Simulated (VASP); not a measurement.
# PbSe in VASP: a series of runs, part 3 of 3

VASP 6.6.1. Earlier steps stand in the parts before.

**5. Single point, r2SCAN (strain along [111] -1.0%)**

POSCAR

```
PbSe
1.0
   -0.0205913481      3.0681108710      3.0681108710
    3.0681108710     -0.0205913481      3.0681108710
    3.0681108710      3.0681108710     -0.0205913481
Pb Se
1 1
Direct
    0.0000000000      0.0000000000      0.0000000000
    0.5000000000      0.5000000000      0.5000000000
```

INCAR.step1

```
SYSTEM = PbSe
ALGO = Normal ; EDIFF = 1E-5
ENCUT = 550 ; GGA = PE
GGA_COMPAT = .FALSE. ; ISMEAR = 0
LASPH = .TRUE. ; LCHARG = .FALSE.
LREAL = .FALSE. ; LWAVE = .TRUE.
NBANDS = 17 ; NELM = 120
PREC = Accurate ; SIGMA = 0.01
```

INCAR.step2

```
SYSTEM = PbSe
ALGO = Normal ; EDIFF = 1E-6
ENCUT = 550 ; GGA_COMPAT = .FALSE.
ISIF = 2 ; ISMEAR = 0
ISTART = 1 ; LASPH = .TRUE.
LCHARG = .FALSE. ; LMIXTAU = .TRUE.
LREAL = .FALSE. ; LWAVE = .FALSE.
METAGGA = R2SCAN ; NBANDS = 17
NELM = 120 ; PREC = Accurate
SIGMA = 0.01
```

KPOINTS

```
k-points
0
G
  8 8 8
  0 0 0
```

Potentials or basis: VASP PAW PBE potentials, release 64 (Pb_d, Se).

Started as:

```console
$ cat potpaw_PBE.64/Pb_d/POTCAR potpaw_PBE.64/Se/POTCAR > POTCAR
$ cp INCAR.step1 INCAR
$ mpirun -np 1 vasp_std > vasp.out
$ cp INCAR.step2 INCAR
$ mpirun -np 1 vasp_std > vasp.out
```

OUTCAR:

```text
SYSTEM = PbSe
   EDIFF = 1E-6
   ENCUT = 550
   ISIF = 2
   ISMEAR = 0
   ISTART = 1
   LASPH = .TRUE.
   LREAL = .FALSE.
   METAGGA = R2SCAN
   NELM = 120
   PREC = Accurate

 ion  position               nearest neighbor table
   1  0.000  0.000  0.000-   2 3.08   2 3.08   2 3.08   2 3.08   2 3.08   2 3.08
   2  0.500  0.500  0.500-   1 3.08   1 3.08   1 3.08   1 3.08   1 3.08   1 3.08

  LATTYP: Found a trigonal (rhomboedric) cell.
 ALAT       =     4.3390128644
 COS(alpha) =     0.4932774813

  Lattice vectors:

 A1 = (  -0.0205913481,   3.0681108710,   3.0681108710)
[... 650 lines left out ...]
      4     -12.7206      2.00000
      5     -12.7156      2.00000
      6      -8.6226      2.00000
[... 9 lines left out ...]
     16      14.7691      0.00000
     17      15.6433      0.00000

 [... further k-points ...]
[... 5 lines left out ...]
  --------------------------------------------------------------------------------------
  -------------------------------------------------------------------------------------
  Total        0.2043086      0.2043086      0.2043086      0.0437712      0.0437712      0.0437712
  in kB        5.6105311      5.6105311      5.6105311      1.2020032      1.2020032      1.2020032
  external PRESSURE =       5.6105311 kB  Pullay stress =       0.0000000 kB

 VOLUME and BASIS-vectors are now :
 -----------------------------------------------------------------------------
  energy-cutoff  :      550.00
  volume of cell :       58.34
      direct lattice vectors                 reciprocal lattice vectors
    -0.020591348  3.068110871  3.068110871    -0.161335235  0.162425338  0.162425338
     3.068110871 -0.020591348  3.068110871     0.162425338 -0.161335235  0.162425338
     3.068110871  3.068110871 -0.020591348     0.162425338  0.162425338 -0.161335235

 POSITION                                       TOTAL-FORCE (eV/Angst)
 -----------------------------------------------------------------------------------
      0.00000      0.00000      0.00000        -0.000000     -0.000000     -0.000000
      3.05782      3.05782      3.05782         0.000000      0.000000      0.000000
 -----------------------------------------------------------------------------------
    total drift:                                0.000000      0.000000      0.000000

  FREE ENERGIE OF THE ION-ELECTRON SYSTEM (eV)
  ---------------------------------------------------
  free  energy   TOTEN  =       -71.9378823122 eV

  energy  without entropy=      -71.9378823122  energy(sigma->0) =      -71.93788231
```

OSZICAR.step1:

```text
N       E                     dE             d eps       ncg     rms          rms(c)
DAV:   1     0.160396037800E+03    0.16040E+03   -0.98345E+03  2218   0.124E+03
DAV:   2     0.369264352137E+01   -0.15670E+03   -0.15062E+03  2384   0.312E+02
DAV:   3    -0.818817326229E+01   -0.11881E+02   -0.11789E+02  2799   0.916E+01
DAV:   4    -0.848045365432E+01   -0.29228E+00   -0.29203E+00  2717   0.158E+01
DAV:   5    -0.849034583195E+01   -0.98922E-02   -0.98914E-02  3150   0.289E+00    0.274E+00
DAV:   6    -0.819154183104E+01    0.29880E+00   -0.74622E-01  3343   0.579E+00    0.153E+00
DAV:   7    -0.818700498573E+01    0.45368E-02   -0.12268E-01  2745   0.167E+00    0.850E-01
DAV:   8    -0.819057154646E+01   -0.35666E-02   -0.13759E-02  2610   0.126E+00    0.178E-01
DAV:   9    -0.819006288734E+01    0.50866E-03   -0.29132E-03  3398   0.518E-01    0.531E-02
DAV:  10    -0.819013983182E+01   -0.76944E-04   -0.22750E-04  2573   0.861E-02    0.190E-02
DAV:  11    -0.819014725857E+01   -0.74268E-05   -0.56852E-05  2851   0.758E-02
   1 F= -.81901473E+01 E0= -.81901473E+01  d E =-.826400E-17
```

Run time: 1.7 min. Hardware: 1 thread of Intel Xeon 6975P-C (Granite Rapids), shared host; peak memory 0.25 GiB.

Results:

```
Free energy            : -71.9379 eV
Pressure               : 0.6 GPa
Band gap on the k mesh : 0.57 eV, indirect (least direct gap 0.63 eV)
```

Levels at points of the mesh, in eV from the valence-band top:
```csv
k point,band 6,band 7,band 8,band 9,band 10,band 11,band 12,band 13,band 14,band 15
"(0.00, 0.00, 0.00)",-14.00,-6.39,-1.97,-1.97,-1.89,4.98,5.01,5.01,6.95,6.95
"(0.50, 0.00, 0.00)",-12.94,-8.98,-1.55,-1.52,0.00,0.64,1.95,1.99,9.05,10.54
"(0.50, 0.50, 0.00)",-12.57,-7.52,-5.01,-3.31,-3.25,4.09,5.91,5.93,6.40,11.79
"(0.50, 0.50, 0.50)",-12.93,-8.94,-1.57,-1.57,-0.06,0.57,1.90,1.90,9.08,10.68
```

Caveat: the cell differs from its parent crystal (strain along [111] -1.0%); the PAW data sets were made with another functional, which shifts forces and pressure a little; spin-orbit coupling is left out, which moves the levels of the heavy elements. A k mesh can miss the band edges.

**6. Single point, r2SCAN (shear xy strain +5.0%)**

POSCAR

```
PbSe
1.0
    0.0772175555      3.0887022191      3.0887022191
    3.0887022191      0.0772175555      3.0887022191
    3.1659197746      3.1659197746      0.0000000000
Pb Se
1 1
Direct
    0.0000000000      0.0000000000      0.0000000000
    0.5000000000      0.5000000000      0.5000000000
```

INCAR.step1

```
ALGO = Normal ; EDIFF = 1E-5
ENCUT = 550 ; GGA = PE
GGA_COMPAT = False ; ISMEAR = -1
LASPH = True ; LCHARG = False
LREAL = False ; LWAVE = True
NBANDS = 17 ; NELM = 120
PREC = Accurate ; SIGMA = 0.02
```

INCAR.step2

```
ALGO = Normal ; EDIFF = 1E-6
ENCUT = 550 ; GGA_COMPAT = False
ISIF = 2 ; ISMEAR = -1
ISTART = 1 ; LASPH = True
LCHARG = True ; LELF = True
LMIXTAU = True ; LREAL = False
LVHAR = True ; LWAVE = False
METAGGA = R2SCAN ; NBANDS = 17
NELM = 120 ; PREC = Accurate
SIGMA = 0.02
```

KPOINTS

```
k-points
0
Gamma
  8 8 8
```

Potentials or basis: VASP PAW PBE potentials, release 64 (Pb_d, Se).

Started as:

```console
$ cat potpaw_PBE.64/Pb_d/POTCAR potpaw_PBE.64/Se/POTCAR > POTCAR
$ cp INCAR.step1 INCAR
$ mpirun -np 1 vasp_std > vasp.out
$ cp INCAR.step2 INCAR
$ mpirun -np 1 vasp_std > vasp.out
```

Wall time 2.3 min (1 thread of Intel Xeon 6975P-C (Granite Rapids), shared host); peak memory 0.28 GiB.

Results (log left out):

| Quantity | Value |
| --- | --- |
| Free energy | -71.9311 eV |
| Pressure | 0.0 GPa |
| Band gap on the k mesh | 0.42 eV, indirect (least direct gap 0.63 eV) |

Stress tensor (GPa, compression positive):
```
 0.05 -0.92  0.00
-0.92  0.05  0.00
 0.00  0.00 -0.01
```

Levels at points of the mesh, in eV from the valence-band top:
```csv
k point,band 8,band 9,band 10,band 11,band 12,band 13
"(0.00, 0.00, 0.00)",-2.17,-1.99,-1.77,4.86,4.88,4.97
"(0.50, 0.00, 0.00)",-1.69,-1.60,-0.21,0.42,1.71,1.85
"(0.50, 0.50, 0.00)",-5.00,-3.53,-3.05,4.08,5.75,5.88
"(0.00, 0.00, 0.50)",-1.57,-1.45,0.00,0.67,1.97,2.11
"(0.50, 0.00, 0.50)",-5.00,-3.29,-3.29,4.06,5.62,5.81
```

Caveat: the cell differs from its parent crystal (shear xy strain +5.0%); the PAW data sets were made with another functional, which shifts forces and pressure a little; spin-orbit coupling is left out, which moves the levels of the heavy elements.

**7. Summary**

| level | cell | cutoff (eV) | smearing | gap on the mesh (eV) | pressure (GPa) |
| --- | --- | --- | --- | --- | --- |
| PBE | a = 4.339 Å, angles 60.4°, 2 atoms | 500 | fermi-dirac 0.02 eV | 0.29 | 1.4 |
| r2SCAN | a = 4.368, b = 4.346, c = 4.346 Å, angles 60.3, 59.8, 59.8°, 2 atoms | 550 | gaussian 0.01 eV | 0.63 | 0.6 |
| r2SCAN | a = 4.379, b = 4.379, c = 4.368 Å, angles 60.1, 60.1, 59.8°, 2 atoms | 550 | gaussian 0.01 eV | 0.69 | -0.2 |
| r2SCAN | a = 4.339 Å, angles 60.4°, 2 atoms | 550 | gaussian 0.01 eV | 0.57 | 0.6 |
| r2SCAN | a = 4.369, b = 4.369, c = 4.477 Å, angles 59.2, 59.2, 58.3°, 2 atoms | 550 | fermi-dirac 0.02 eV | 0.42 | 0.0 |

Alike in all rows: task single point; potentials or basis VASP PAW PBE potentials, release 64 (Pb_d, Se); no spin polarisation; k mesh 8 × 8 × 8.

Caveats: spin-orbit coupling is left out, which moves the levels of the heavy elements; the PAW data sets were made with another functional, which shifts forces and pressure a little (some runs).

Total energies depend on the potentials used, so only differences within one code and one set of settings carry meaning.
